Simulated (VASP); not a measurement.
# SrAl2Br2 (P-3m1) in VASP: notebook

Runs on SrAl2Br2. Level: r2SCAN. Tasks: single point.

Program: VASP 6.6.1. These are calculated values, not measurements. Logs are shortened: lines on timing, memory, paths and dates and some standing lists are left out, and cuts for length are marked.

### Step 1. The cell of the first run

Symmetry: P-3m1, No. 164, trigonal system. Conventional cell: a = 4.515 Å, b = 4.515 Å, c = 7.843 Å, α = 90.00°, β = 90.00°, γ = 120.00°. Within 4.6 Å of Sr (site symmetry -3m) lie 6 Br at 3.35 Å and 6 Al at 3.85 Å and 6 Sr at 4.51 Å. Br (site symmetry 3m) has 4 Al at 2.71 to 2.90 Å and 3 Sr at 3.35 Å within 3.6 Å. Within 3.6 Å of Al (site symmetry 3m) lie 4 Br at 2.71 to 2.90 Å and 3 Al at 3.39 Å.

### Step 2. Single point, r2SCAN

POSCAR

```
SrAl2Br2
1.0
    2.2574510000      3.9100190000      0.0000000000
   -2.2574510000      3.9100190000      0.0000000000
    0.0000000000      0.0000000000      7.8426880000
Sr Br Al
1 2 2
Direct
    0.0000000000      0.0000000000      0.0000000000
    0.3333300000      0.3333400000      0.2684000000
    0.6666700000      0.6666600000      0.7316000000
    0.3333300000      0.3333400000      0.6383000000
    0.6666700000      0.6666600000      0.3617000000
```

INCAR.step1

```
SYSTEM = SrAl2Br2
ALGO = Normal ; EDIFF = 1E-4
ENCUT = 520 ; GGA = PE
ISMEAR = 0 ; ISYM = 0
LASPH = .TRUE. ; LCHARG = .FALSE.
LREAL = .FALSE. ; LWAVE = .TRUE.
NBANDS = 23 ; NELM = 100
PREC = Accurate ; SIGMA = 0.1049
```

INCAR.step2

```
SYSTEM = SrAl2Br2
ALGO = Normal ; EDIFF = 1E-6
ENCUT = 520 ; ISIF = 2
ISMEAR = 0 ; ISTART = 1
ISYM = 0 ; LASPH = .TRUE.
LCHARG = .FALSE. ; LMIXTAU = .TRUE.
LREAL = .FALSE. ; LWAVE = .FALSE.
METAGGA = R2SCAN ; NBANDS = 23
NELM = 100 ; PREC = Accurate
SIGMA = 0.1049
```

KPOINTS

```
k-points
0
G
  5 5 3
  0 0 0
```

Potentials or basis: VASP PAW PBE potentials, release 64 (Sr_sv, Br, Al).

Run with:

```bash
$ cat potpaw_PBE.64/Sr_sv/POTCAR potpaw_PBE.64/Br/POTCAR potpaw_PBE.64/Al/POTCAR > POTCAR
$ cp INCAR.step1 INCAR
$ mpirun -np 1 vasp_std > vasp.out
$ cp INCAR.step2 INCAR
$ mpirun -np 1 vasp_std > vasp.out
```

OUTCAR:

```text
SYSTEM = SrAl2Br2
   EDIFF = 1E-6
   ENCUT = 520
   ISIF = 2
   ISMEAR = 0
   ISTART = 1
   ISYM = 0
   LASPH = .TRUE.
   LREAL = .FALSE.
   METAGGA = R2SCAN
   NELM = 100
   PREC = Accurate

 ion  position               nearest neighbor table
   1  0.000  0.000  0.000-   3 3.35   2 3.35   3 3.35   2 3.35   3 3.35   2 3.35   4 3.85   5 3.85
                             5 3.85   4 3.85   5 3.85   4 3.85
   2  0.333  0.333  0.268-   5 2.71   5 2.71   5 2.71   4 2.90   1 3.35   1 3.35   1 3.35
   3  0.667  0.667  0.732-   4 2.71   4 2.71   4 2.71   5 2.90   1 3.35   1 3.35   1 3.35
   4  0.333  0.333  0.638-   3 2.71   3 2.71   3 2.71   2 2.90   1 3.85   1 3.85   1 3.85
   5  0.667  0.667  0.362-   2 2.71   2 2.71   2 2.71   3 2.90   1 3.85   1 3.85   1 3.85

IMPORTANT INFORMATION: All symmetrisations will be switched off!
NOSYMM: (Re-)initialisation of all symmetry stuff for point group C_1.

----------------------------------------------------------------------------------------

                                     Primitive cell

  volume of cell :     138.4497

  direct lattice vectors                    reciprocal lattice vectors
     2.257451000  3.910019000  0.000000000     0.221488750  0.127876616  0.000000000
    -2.257451000  3.910019000  0.000000000    -0.221488750  0.127876616  0.000000000
     0.000000000  0.000000000  7.842688000     0.000000000  0.000000000  0.127507304

  length of vectors
     4.514901283  4.514901283  7.842688000     0.255753192  0.255753192  0.127507304

  position of ions in fractional coordinates (direct lattice)
     0.000000000  0.000000000  0.000000000
     0.333330000  0.333340000  0.268400000
     0.666670000  0.666660000  0.731600000
     0.333330000  0.333340000  0.638300000
     0.666670000  0.666660000  0.361700000

  ion indices of the primitive-cell ions
   primitive index   ion index
                 1           1
                 2           2
                 3           3
                 4           4
                 5           5

----------------------------------------------------------------------------------------

 KPOINTS: k-points

Automatic generation of k-mesh.
 Grid dimensions read from file:
 generate k-points for:    5    5    3

 Generating k-lattice:

  Cartesian coordinates                     Fractional coordinates (reciprocal lattice)
     0.044297750  0.025575323  0.000000000     0.200000000  0.000000000  0.000000000
    -0.044297750  0.025575323  0.000000000     0.000000000  0.200000000  0.000000000
     0.000000000  0.000000000  0.042502435     0.000000000  0.000000000  0.333333333
[... 55 lines left out ...]
   ENCUT  =  520.0 eV  38.22 Ry    6.18 a.u.   8.39  8.39 14.58*2*pi/ulx,y,z
   NELM   =    100;   NELMIN=  2; NELMDL=  0     # of ELM steps
   EDIFF  = 0.1E-05   stopping-criterion for ELM
   LREAL  =      F    real-space projection
   EDIFFG = 0.1E-04   stopping-criterion for IOM
   NSW    =      0    number of steps for IOM
   IBRION =     -1    ionic relax: 0-MD 1-quasi-New 2-CG
   NFREE  =      0    steps in history (QN), initial steepest desc. (CG)
   ISIF   =      2    stress and relaxation
   ISYM   =      0    0-nonsym 1-usesym 2-fastsym
   POTIM  = 0.5000    time-step for ionic-motion
   TEBEG  =    0.0;   TEEND  =   0.0 temperature during run
   PSTRESS=    0.0 pullay stress
   NELECT =      30.0000    total number of electrons
   NUPDOWN=      -1.0000    fix difference up-down
   EMIN   =  10.00;   EMAX   =-10.00  energy-range for DOS
   EFERMI =   0.00;   METHOD = LEGACY
   ISMEAR =     0;   SIGMA  =   0.10  broadening in eV -4-tet -1-fermi 0-gaus
   EFERMI_NEDOS =   21; number of points for ismear=-14 and -15
   IALGO  =     38    algorithm
   IMIX   =      4    mixing-type and parameters
     AMIX     =   0.40;   BMIX     =  1.00
     AMIX_MAG =   1.60;   BMIX_MAG =  1.00
  volume/ion in A,a.u.               =      27.69       186.86
  Fermi-wavevector in a.u.,A,eV,Ry     =   0.983297  1.858161 13.155095  0.966872
  Thomas-Fermi vector in A             =   2.114444
   LORBIT       =      0    0 simple, 1 ext, 2 COOP (PROOUT), +10 PAW based schemes
   METAGGA = R2SCAN    functional components
   LHFCALC =     F    Hartree Fock is set to
   AEXX    =    0.0000 exact exchange contribution
   IVDW    =     0    specifies the selected vdW correction
   LEPSILON=     F    determine dielectric tensor
   LRPA    =     F    only Hartree local field effects (RPA)
 non-spin polarized calculation
 Gauss-broadening in eV      SIGMA  =   0.10
  energy-cutoff  :      520.00
  volume of cell :      138.45
 maximum number of plane-waves:      3743
 NGX is ok and might be reduce to    36
   NGX = 17   NGY = 17   NGZ = 29

 number of electron      30.0000003 magnetization

 Free energy of the ion-electron system (eV)
  ---------------------------------------------------
  ext. energy  EPLUGINS =         0.00000000
  ---------------------------------------------------
  free energy    TOTEN  =       -54.35468586 eV

  energy without entropy =      -54.33661391  energy(sigma->0) =      -54.34564989

 E-fermi :   4.7439     XC(G=0):  -9.2152

 val. band max:        4.7033400702   @ k =   0.0000   0.2000   0.3333
 cond. band min:       4.8409778817   @ k =  -0.0000  -0.2000   0.3333
 fundamental gap:      0.1376378114
 Fermi energy:         4.7439111416

 k-point     1 :       0.0000    0.0000    0.0000
  band No.  band energies     occupation
      1     -33.6372      2.00000
      2     -15.1825      2.00000
      3     -14.9601      2.00000
      4     -14.9600      2.00000
      5     -13.7438      2.00000
      6     -13.4189      2.00000
[... 613 lines left out ...]
     22       8.8421      0.00000
     23       9.3244      0.00000

 [... further k-points ...]
[... 5 lines left out ...]
  --------------------------------------------------------------------------------------
  -------------------------------------------------------------------------------------
  Total        6.5681919      6.5685347      5.1898877      0.0002736      0.0000257     -0.0000572
  in kB       76.0088705     76.0128382     60.0587671      0.0031666      0.0002976     -0.0006625
  external PRESSURE =      70.6934919 kB  Pullay stress =       0.0000000 kB

 VOLUME and BASIS-vectors are now :
 -----------------------------------------------------------------------------
  energy-cutoff  :      520.00
  volume of cell :      138.45
      direct lattice vectors                 reciprocal lattice vectors
     2.257451000  3.910019000  0.000000000     0.221488750  0.127876616  0.000000000
    -2.257451000  3.910019000  0.000000000    -0.221488750  0.127876616  0.000000000
     0.000000000  0.000000000  7.842688000     0.000000000  0.000000000  0.127507304

 POSITION                                       TOTAL-FORCE (eV/Angst)
 -----------------------------------------------------------------------------------
      0.00000      0.00000      0.00000        -0.000001     -0.000001     -0.000000
     -0.00002      2.60669      2.10498         0.000058     -0.000032     -2.243680
      0.00002      5.21335      5.73771        -0.000058      0.000033      2.243680
     -0.00002      2.60669      5.00599         0.000076     -0.000043     -0.046908
      0.00002      5.21335      2.83670        -0.000076      0.000042      0.046908
 -----------------------------------------------------------------------------------
    total drift:                               -0.000000      0.000001     -0.000000

  FREE ENERGIE OF THE ION-ELECTRON SYSTEM (eV)
  ---------------------------------------------------
  free  energy   TOTEN  =       -54.3546858649 eV

  energy  without entropy=      -54.3366139064  energy(sigma->0) =      -54.34564989
```

OSZICAR.step1:

```text
N       E                     dE             d eps       ncg     rms          rms(c)
DAV:   1     0.147079041126E+03    0.14708E+03   -0.12575E+04  1748   0.112E+03
DAV:   2     0.815581508182E+00   -0.14626E+03   -0.13909E+03  2248   0.196E+02
DAV:   3    -0.113868297327E+02   -0.12202E+02   -0.12032E+02  2333   0.527E+01
DAV:   4    -0.119356104674E+02   -0.54878E+00   -0.54679E+00  2913   0.985E+00
DAV:   5    -0.119402485121E+02   -0.46380E-02   -0.46361E-02  2315   0.938E-01    0.229E+01
DAV:   6    -0.119297530032E+02    0.10496E-01   -0.32856E-02  2343   0.117E+00    0.135E+01
DAV:   7    -0.119306224268E+02   -0.86942E-03   -0.55525E-02  2429   0.157E+00    0.637E-01
DAV:   8    -0.119309739416E+02   -0.35151E-03   -0.47568E-03  2665   0.325E-01    0.156E-01
DAV:   9    -0.119311583299E+02   -0.18439E-03   -0.23297E-04  1893   0.823E-02    0.967E-02
DAV:  10    -0.119312205807E+02   -0.62251E-04   -0.60013E-05  1512   0.438E-02
   1 F= -.11931221E+02 E0= -.11921113E+02  d E =-.202147E-01
```

It took 5.3 min on 1 thread of Intel Xeon Platinum 8259CL at 2.50GHz (Skylake/Cascade Lake), shared host; peak memory 0.37 GiB.

What came out:

```yaml
Free_energy: -54.3547 eV
Pressure: 7.1 GPa
Largest_force: 2.244 eV/Å
Band_gap_on_the_k_mesh: zero (bands 15 and 16 overlap by 0.88 eV)
```

Forces on the atoms (eV/Å):
```
Sr   0.000  0.000  0.000
Br   0.000  0.000 -2.244
Br   0.000  0.000  2.244
Al   0.000  0.000 -0.047
Al   0.000  0.000  0.047
```

Caveat: the cell stands under pressure; the PAW data sets were made with another functional, which shifts forces and pressure a little.

### Step 3. Single point, r2SCAN

POSCAR is that of step 2.

INCAR.step1

```
ALGO     = Normal         # electronic algorithm
EDIFF    = 1E-4           # SCF threshold, eV
ENCUT    = 520            # plane-wave cutoff, eV
GGA      = PE             # functional
ISMEAR   = 0              # smearing method
ISYM     = 0            
LASPH    = T              # aspherical terms in the spheres
LCHARG   = F              # write CHGCAR
LREAL    = F              # projectors in reciprocal space
LWAVE    = T              # write WAVECAR
NBANDS   = 23             # bands
NELM     = 80             # most SCF steps
PREC     = Accurate       # precision mode
SIGMA    = 0.1049         # smearing width, eV
```

INCAR.step2

```
ALGO     = Normal         # electronic algorithm
EDIFF    = 1E-7           # SCF threshold, eV
ENCUT    = 520            # plane-wave cutoff, eV
ISIF     = 2              # what is computed and relaxed
ISMEAR   = 0              # smearing method
ISTART   = 1            
ISYM     = 0            
LASPH    = T              # aspherical terms in the spheres
LCHARG   = F              # write CHGCAR
LMIXTAU  = T            
LREAL    = F              # projectors in reciprocal space
LWAVE    = F              # write WAVECAR
METAGGA  = R2SCAN         # meta-GGA
NBANDS   = 23             # bands
NELM     = 80             # most SCF steps
PREC     = Accurate       # precision mode
SIGMA    = 0.1049         # smearing width, eV
```

KPOINTS

```
Automatic mesh
0
Gamma
  5 5 3
  0.5 0.5 0.5
```

Potentials or basis: VASP PAW PBE potentials, release 64 (Sr_sv, Br, Al).

Run with:

```bash
$ cat potpaw_PBE.64/Sr_sv/POTCAR potpaw_PBE.64/Br/POTCAR potpaw_PBE.64/Al/POTCAR > POTCAR
$ cp INCAR.step1 INCAR
$ mpirun -np 1 vasp_std > vasp.out
$ cp INCAR.step2 INCAR
$ mpirun -np 1 vasp_std > vasp.out
```

It took 16 min on 1 thread of Intel Xeon Platinum 8259CL at 2.50GHz (Skylake/Cascade Lake), shared host; peak memory 0.55 GiB.

Results (log left out):

```
Free energy            : -54.4179 eV
Pressure               : 7.0 GPa
Largest force          : 2.271 eV/Å
Band gap on the k mesh : zero (bands 15 and 16 overlap by 1.18 eV)
```

Forces in eV/Å, atoms in the order of the input:
```
Sr   0.000  0.000  0.000
Br   0.000  0.000 -2.271
Br   0.000  0.000  2.271
Al   0.000  0.000 -0.098
Al   0.000  0.000  0.098
```

Stress tensor (GPa, compression positive):
```
7.56 0.00 0.00
0.00 7.56 0.00
0.00 0.00 5.92
```

Levels at points of the mesh, in eV from the Fermi level:
```
           k point  band 12  band 13  band 14  band 15  band 16  band 17  band 18  band 19
(0.50, 0.50, 0.50)    -6.09    -1.97    -1.53    -0.79    -0.69     1.70     2.38     2.46
(0.00, 0.50, 0.50)    -6.09    -1.97    -1.53    -0.79    -0.69     1.70     2.38     2.46
(0.50, 0.00, 0.50)    -6.09    -1.97    -1.53    -0.79    -0.69     1.70     2.38     2.46
```

Caveat: the cell stands under pressure; the PAW data sets were made with another functional, which shifts forces and pressure a little.

The gap in the log of VASP goes by the Fermi energy; the results here count the filled bands.